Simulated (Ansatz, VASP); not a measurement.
AlN in VASP and in Ansatz

```xyz
2
Lattice="0.0000 2.0226 2.0226 2.0226 0.0000 2.0226 2.0226 2.0226 0.0000" Properties=species:S:1:pos:R:3 pbc="T T T"
Al    0.0000    0.0000    0.0000
N     2.0226    2.0226    2.0226
```

Alike in both runs: functional PBEsol; k mesh 17 × 17 × 17; occupations fermi-dirac, width 0.1 eV; no spin polarisation.

Ansatz relaxed the structure, and its values are those at the end. VASP's run is a single point on that final structure, the one shown.

|  | VASP | Ansatz |
| --- | --- | --- |
| version | VASP 6.6.1 | Ansatz 0.2.0 |
| potentials or method | VASP PAW PBE potentials, release 64 (Al, N) | PAW with Ansatz's default frozen-core files, scalar-relativistic |
| plane-wave cutoff (eV) | 520 | 420 |
| valence electrons in the cell | 8 | 8 |

|  | VASP | Ansatz | Ansatz less VASP |
| --- | --- | --- | --- |
| gap on the k mesh at the Fermi level (eV) | 4.60 | 4.60 | +0.005 |
| pressure (GPa) | -0.1 | 0.0 | +0.09 |

VASP's potentials were made for PBE, not for PBEsol.
